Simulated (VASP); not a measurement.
# Pt (I4/mmm) in VASP: further runs

The runs below take Pt through single point, with r2SCAN.

All numbers are computed with VASP 6.6.1; they aren't measurements. Logs are shortened: lines on timing, memory, paths and dates and some standing lists are left out, and cuts for length are marked.

### 1 The cell of the first run

The structure is tetragonal, space group I4/mmm (No. 139). The conventional cell has a = 3.263 Å, b = 3.263 Å, c = 3.073 Å, α = 90.00°, β = 90.00°, γ = 90.00°. Within 3.7 Å of Pt (site symmetry 4/mmm) lie 14 Pt at 2.77 to 3.26 Å.

### 2 Single point, r2SCAN (strain +0.030 along x and y, -0.030 along z)

The input, POSCAR:

```
Pt
1.0
   -1.6317466000      1.6317466000      1.5366934000
    1.6317466000     -1.6317466000      1.5366934000
    1.6317466000      1.6317466000     -1.5366934000
Pt
1
Direct
    0.0000000000      0.0000000000      0.0000000000
```

The input, INCAR.step1:

```
ALGO = Normal ; EDIFF = 1E-4
ENCUT = 520 ; GGA = PE
ISMEAR = 0 ; LASPH = True
LCHARG = False ; LREAL = False
LWAVE = True ; NBANDS = 11
NELM = 100 ; PREC = Accurate
SIGMA = 0.15
```

The input, INCAR.step2:

```
ALGO = Normal ; EDIFF = 1E-6
ENCUT = 520 ; ISIF = 2
ISMEAR = 0 ; ISTART = 1
LASPH = True ; LCHARG = True
LELF = True ; LMIXTAU = True
LREAL = False ; LVHAR = True
LWAVE = False ; METAGGA = R2SCAN
NBANDS = 11 ; NELM = 100
PREC = Accurate ; SIGMA = 0.15
```

The input, KPOINTS:

```
k-points
0
Gamma
  22 22 22
```

Potentials or basis: VASP PAW PBE potentials, release 64 (Pt).

Started as:

```console
cat potpaw_PBE.64/Pt/POTCAR > POTCAR
cp INCAR.step1 INCAR
mpirun -np 1 vasp_std > vasp.out
cp INCAR.step2 INCAR
mpirun -np 1 vasp_std > vasp.out
```

OUTCAR:

```text
EDIFF = 1E-6
   ENCUT = 520
   ISIF = 2
   ISMEAR = 0
   ISTART = 1
   LASPH = True
   LREAL = False
   METAGGA = R2SCAN
   NELM = 100
   PREC = Accurate

 ion  position               nearest neighbor table
   1  0.000  0.000  0.000-

  LATTYP: Found a body centered tetragonal cell.
 ALAT       =     3.2634932000
 C/A-ratio  =     0.9417475728

  Lattice vectors:

 A1 = (  -1.6317466000,   1.6317466000,   1.5366934000)
 A2 = (   1.6317466000,  -1.6317466000,   1.5366934000)
 A3 = (   1.6317466000,   1.6317466000,  -1.5366934000)

Analysis of symmetry for initial positions (statically):
=====================================================================
 Subroutine PRICEL returns:
 Original cell was already a primitive cell.

 Routine SETGRP: Setting up the symmetry group for a
 body centered tetragonal supercell.

 Subroutine GETGRP returns: Found 16 space group operations
 (whereof 16 operations were pure point group operations)
 out of a pool of 16 trial point group operations.

The static configuration has the point symmetry D_4h.

Analysis of symmetry for dynamics (positions and initial velocities):
=====================================================================
 Subroutine PRICEL returns:
 Original cell was already a primitive cell.

 Routine SETGRP: Setting up the symmetry group for a
 body centered tetragonal supercell.

 Subroutine GETGRP returns: Found 16 space group operations
 (whereof 16 operations were pure point group operations)
 out of a pool of 16 trial point group operations.

The dynamic configuration has the point symmetry D_4h.

 Subroutine INISYM returns: Found 16 space group operations
 (whereof 16 operations are pure point group operations),
 and found     1 'primitive' translations

----------------------------------------------------------------------------------------

                                     Primitive cell

  volume of cell :      16.3664

  direct lattice vectors                    reciprocal lattice vectors
    -1.631746600  1.631746600  1.536693400     0.000000000  0.306420127  0.325373949
     1.631746600 -1.631746600  1.536693400     0.306420127  0.000000000  0.325373949
     1.631746600  1.631746600 -1.536693400     0.306420127  0.306420127  0.000000000

  length of vectors
     2.772475525  2.772475525  2.772475525     0.446946866  0.446946866  0.433343499

  position of ions in fractional coordinates (direct lattice)
     0.000000000  0.000000000  0.000000000

  ion indices of the primitive-cell ions
   primitive index   ion index
                 1           1

----------------------------------------------------------------------------------------

 KPOINTS: k-points

Automatic generation of k-mesh.
 Grid dimensions read from file:
 generate k-points for:   22   22   22

 Generating k-lattice:

  Cartesian coordinates                     Fractional coordinates (reciprocal lattice)
     0.000000000  0.013928188  0.014789725     0.045454545  0.000000000 -0.000000000
     0.013928188  0.000000000  0.014789725     0.000000000  0.045454545 -0.000000000
     0.013928188  0.013928188  0.000000000     0.000000000  0.000000000  0.045454545

  Length of vectors
     0.020315767  0.020315767  0.019697432

  Shift w.r.t. Gamma in fractional coordinates (k-lattice)
     0.000000000  0.000000000  0.000000000

 Subroutine IBZKPT returns following result:
 ===========================================

 Found    834 irreducible k-points:

 Following reciprocal coordinates:
            Coordinates               Weight
  0.000000  0.000000  0.000000      1.000000
  0.045455  0.000000  0.000000      8.000000
  0.090909  0.000000  0.000000      8.000000
  0.136364  0.000000  0.000000      8.000000
  0.181818  0.000000  0.000000      8.000000
  0.227273  0.000000  0.000000      8.000000
[... 16 lines left out ...]
  0.500000  0.045455  0.000000     16.000000
 -0.454545  0.045455  0.000000     16.000000
 [... further k-points ...]
   k-points           NKPTS =    834   k-points in BZ     NKDIM =    834   number of bands    NBANDS=     11
   number of dos      NEDOS =    301   number of ions     NIONS =      1
   total plane-waves  NPLWV =  13824
   dimension x,y,z NGX =    24 NGY =   24 NGZ =   24
   dimension x,y,z NGXF=    48 NGYF=   48 NGZF=   48
   ions per type =               1
   NGX,Y,Z   is equivalent  to a cutoff of  14.39, 14.39, 14.39 a.u.
   NGXF,Y,Z  is equivalent  to a cutoff of  28.78, 28.78, 28.78 a.u.
 SYSTEM =  unknown system
   PREC   = accura    normal or accurate (medium, high low for compatibility)
   ISTART =      1    job   : 0-new  1-cont  2-samecut
   ICHARG =      0    charge: 1-file 2-atom 10-const
   ISPIN  =      1    spin polarized calculation?
   LNONCOLLINEAR =      F non collinear calculations
   LSORBIT =      F    spin-orbit coupling
   LASPH  =      T    aspherical Exc in radial PAW
   ENCUT  =  520.0 eV  38.22 Ry    6.18 a.u.   5.15  5.15  5.15*2*pi/ulx,y,z
   NELM   =    100;   NELMIN=  2; NELMDL=  0     # of ELM steps
   EDIFF  = 0.1E-05   stopping-criterion for ELM
   LREAL  =      F    real-space projection
   EDIFFG = 0.1E-04   stopping-criterion for IOM
   NSW    =      0    number of steps for IOM
   IBRION =     -1    ionic relax: 0-MD 1-quasi-New 2-CG
   NFREE  =      0    steps in history (QN), initial steepest desc. (CG)
   ISIF   =      2    stress and relaxation
   ISYM   =      2    0-nonsym 1-usesym 2-fastsym
   POTIM  = 0.5000    time-step for ionic-motion
   TEBEG  =    0.0;   TEEND  =   0.0 temperature during run
   PSTRESS=    0.0 pullay stress
   NELECT =      10.0000    total number of electrons
   NUPDOWN=      -1.0000    fix difference up-down
   EMIN   =  10.00;   EMAX   =-10.00  energy-range for DOS
   EFERMI =   0.00;   METHOD = LEGACY
   ISMEAR =     0;   SIGMA  =   0.15  broadening in eV -4-tet -1-fermi 0-gaus
   EFERMI_NEDOS =   21; number of points for ismear=-14 and -15
   IALGO  =     38    algorithm
   IMIX   =      4    mixing-type and parameters
     AMIX     =   0.40;   BMIX     =  1.00
     AMIX_MAG =   1.60;   BMIX_MAG =  1.00
  volume/ion in A,a.u.               =      16.37       110.45
  Fermi-wavevector in a.u.,A,eV,Ry     =   1.389176  2.625162 26.256660  1.929810
  Thomas-Fermi vector in A             =   2.513232
   LORBIT       =      0    0 simple, 1 ext, 2 COOP (PROOUT), +10 PAW based schemes
   METAGGA = R2SCAN    functional components
   LHFCALC =     F    Hartree Fock is set to
   AEXX    =    0.0000 exact exchange contribution
   IVDW    =     0    specifies the selected vdW correction
   LEPSILON=     F    determine dielectric tensor
   LRPA    =     F    only Hartree local field effects (RPA)
 non-spin polarized calculation
 Gauss-broadening in eV      SIGMA  =   0.15
  energy-cutoff  :      520.00
  volume of cell :       16.37
 maximum number of plane-waves:       458
 NGX is ok and might be reduce to    24
   NGX = 11   NGY = 11   NGZ = 11

 number of electron      10.0000000 magnetization

 Free energy of the ion-electron system (eV)
  ---------------------------------------------------
  ext. energy  EPLUGINS =         0.00000000
  ---------------------------------------------------
  free energy    TOTEN  =       -51.38853024 eV

  energy without entropy =      -51.37533240  energy(sigma->0) =      -51.38193132

 E-fermi :   9.3454     XC(G=0): -14.0282

 val. band max:        9.3445517578   @ k =  -0.2273   0.4545   0.1364
 cond. band min:       9.3454663321   @ k =  -0.3636   0.5000   0.2273
 fundamental gap:      0.0009145743
 Fermi energy:         9.3453988798

 k-point     1 :       0.0000    0.0000    0.0000
  band No.  band energies     occupation
      1      -0.0176      2.00000
      2       5.6153      2.00000
      3       6.1166      2.00000
      4       6.1166      2.00000
      5       7.9382      2.00000
      6       8.5690      2.00000
      7      27.0362      0.00000
      8      27.0362      0.00000
      9      28.3130      0.00000
     10      36.4760      0.00000
     11      36.4760      0.00000

 k-point     2 :       0.0455    0.0000    0.0000
  band No.  band energies     occupation
      1       0.0696      2.00000
      2       5.6322      2.00000
      3       6.1132      2.00000
      4       6.1318      2.00000
      5       7.9395      2.00000
      6       8.5342      2.00000
      7      27.1085      0.00000
      8      27.1616      0.00000
      9      28.3177      0.00000
     10      35.2775      0.00000
     11      36.2559      0.00000

 k-point     3 :       0.0909    0.0000    0.0000
  band No.  band energies     occupation
      1       0.3265      2.00000
      2       5.6284      2.00000
      3       6.0983      2.00000
      4       6.2340      2.00000
      5       7.9445      2.00000
      6       8.4476      2.00000
      7      27.2819      0.00000
      8      27.5311      0.00000
      9      28.2619      0.00000
     10      33.9106      0.00000
     11      35.4169      0.00000

 k-point     4 :       0.1364    0.0000    0.0000
  band No.  band energies     occupation
      1       0.7381      2.00000
      2       5.5332      2.00000
      3       6.0639      2.00000
      4       6.4996      2.00000
      5       7.9568      2.00000
      6       8.3530      2.00000
      7      27.4092      0.00000
      8      27.9227      0.00000
      9      28.1244      0.00000
     10      32.9261      0.00000
     11      33.9181      0.00000
[... 239 lines left out ...]
 k-point    22 :       0.4545    0.0455    0.0000
  band No.  band energies     occupation
      1       2.9965      2.00000
      2       4.4026      2.00000
      3       8.0782      2.00000
      4       8.7433      2.00000
      5       9.6086      0.01307
      6      10.8910      0.00000
      7      15.9577      0.00000
      8      23.2064      0.00000
      9      25.0141      0.00000
     10      34.1018      0.00000
     11      34.5498      0.00000

 k-point    23 :       0.5000    0.0455    0.0000
  band No.  band energies     occupation
      1       2.9974      2.00000
      2       4.4047      2.00000
      3       8.1493      2.00000
      4       8.6291      2.00000
      5       9.6123      0.01186
      6      10.8885      0.00000
      7      16.0001      0.00000
      8      23.2135      0.00000
      9      25.0053      0.00000
     10      34.1915      0.00000
     11      34.4591      0.00000

 k-point    24 :      -0.4545    0.0455    0.0000
  band No.  band energies     occupation
      1       3.0177      2.00000
      2       4.4584      2.00000
      3       8.1513      2.00000
      4       8.3460      2.00000
      5       9.1844      1.87085
      6      10.4304      0.00000
      7      17.1171      0.00000
      8      23.4535      0.00000
      9      25.4450      0.00000
     10      33.8943      0.00000
     11      34.1689      0.00000

 [... further k-points ...]
[... 5 lines left out ...]
  --------------------------------------------------------------------------------------
  -------------------------------------------------------------------------------------
  Total       -1.0671508     -1.0671508     -1.5981776      0.0000000      0.0000000      0.0000000
  in kB     -104.4681115   -104.4681115   -156.4526644      0.0000000      0.0000000      0.0000000
  external PRESSURE =    -121.7962958 kB  Pullay stress =       0.0000000 kB

 VOLUME and BASIS-vectors are now :
 -----------------------------------------------------------------------------
  energy-cutoff  :      520.00
  volume of cell :       16.37
      direct lattice vectors                 reciprocal lattice vectors
    -1.631746600  1.631746600  1.536693400     0.000000000  0.306420127  0.325373949
     1.631746600 -1.631746600  1.536693400     0.306420127  0.000000000  0.325373949
     1.631746600  1.631746600 -1.536693400     0.306420127  0.306420127  0.000000000

 POSITION                                       TOTAL-FORCE (eV/Angst)
 -----------------------------------------------------------------------------------
      0.00000      0.00000      0.00000        -0.000000      0.000000      0.000000
 -----------------------------------------------------------------------------------
    total drift:                               -0.000000      0.000000      0.000000

  FREE ENERGIE OF THE ION-ELECTRON SYSTEM (eV)
  ---------------------------------------------------
  free  energy   TOTEN  =       -51.3885302396 eV

  energy  without entropy=      -51.3753324008  energy(sigma->0) =      -51.38193132
```

It took 6.3 min on 1 thread of AMD EPYC 9R45 (Zen 5), shared host; peak memory 0.24 GiB.

What came out:

* Free energy: -51.3885 eV
* Pressure: -12.2 GPa
* Band gap on the k mesh: zero (band 5 reaches 10.36 eV, above the bottom of band 6 at 8.17 eV)

Stress tensor (GPa, compression positive):
```
-10.45   0.00   0.00
  0.00 -10.45   0.00
  0.00   0.00 -15.65
```

Caveat: the cell differs from its parent crystal (strain +0.030 along x and y, -0.030 along z); the PAW data sets were made with another functional, which shifts forces and pressure a little; spin-orbit coupling is left out, which moves the levels of the heavy elements.

### 3 Single point, r2SCAN (strain +0.015 along x and y, +0.030 along z)

The input, POSCAR:

```
Pt
1.0
   -1.6079833000      1.6079833000      1.6317466000
    1.6079833000     -1.6079833000      1.6317466000
    1.6079833000      1.6079833000     -1.6317466000
Pt
1
Direct
    0.0000000000      0.0000000000      0.0000000000
```

The input, INCAR.step1:

```
  PREC = Accurate
  ENCUT = 520
  ISMEAR = 0
  SIGMA = 0.15
  LREAL = F
  LASPH = T
  NELM = 100
  NBANDS = 11
  GGA = PE
  ALGO = Normal
  EDIFF = 1E-4
  LWAVE = T
  LCHARG = F
```

The input, INCAR.step2:

```
  PREC = Accurate
  ENCUT = 520
  EDIFF = 1E-6
  ISMEAR = 0
  SIGMA = 0.15
  LREAL = F
  LASPH = T
  NELM = 100
  ALGO = Normal
  ISIF = 2
  LWAVE = F
  LCHARG = F
  METAGGA = R2SCAN
  LMIXTAU = T
  NBANDS = 11
  ISTART = 1
```

The input, KPOINTS:

```
Automatic mesh
0
Gamma
  22 22 22
```

Potentials or basis: VASP PAW PBE potentials, release 64 (Pt).

Started as:

```console
cat potpaw_PBE.64/Pt/POTCAR > POTCAR
cp INCAR.step1 INCAR
mpirun -np 1 vasp_std > vasp.out
cp INCAR.step2 INCAR
mpirun -np 1 vasp_std > vasp.out
```

It took 6.5 min on 1 thread of AMD EPYC 9R45 (Zen 5), shared host; peak memory 0.25 GiB.

The run converged. Its results:

* Free energy: -51.3316 eV
* Pressure: -17.4 GPa
* Band gap on the k mesh: zero (band 5 reaches 9.80 eV, above the bottom of band 6 at 7.73 eV)

Stress tensor (GPa, compression positive):
```
-17.70   0.00   0.00
  0.00 -17.70   0.00
  0.00   0.00 -16.66
```

Levels at points of the mesh, in eV from the Fermi level:
| k point | band 1 | band 2 | band 3 | band 4 | band 5 | band 6 | band 7 | band 8 | band 9 | band 10 |
| --- | --- | --- | --- | --- | --- | --- | --- | --- | --- | --- |
| (0.00, 0.00, 0.00) | -9.03 | -3.28 | -3.28 | -3.17 | -1.06 | -0.92 | 17.90 | 18.19 | 18.19 | 26.93 |
| (0.50, 0.00, 0.00) | -6.14 | -4.52 | -1.21 | -0.74 | 0.66 | 0.96 | 6.02 | 14.11 | 16.15 | 24.75 |
| (0.50, 0.50, 0.00) | -6.12 | -4.65 | -1.06 | -0.68 | 0.75 | 0.99 | 6.15 | 13.92 | 15.79 | 24.57 |
| (0.50, 0.50, 0.50) | -5.65 | -5.64 | 0.47 | 0.51 | 0.51 | 7.66 | 8.11 | 8.11 | 12.46 | 18.81 |

Caveat: the cell differs from its parent crystal (strain +0.015 along x and y, +0.030 along z); the PAW data sets were made with another functional, which shifts forces and pressure a little; spin-orbit coupling is left out, which moves the levels of the heavy elements.
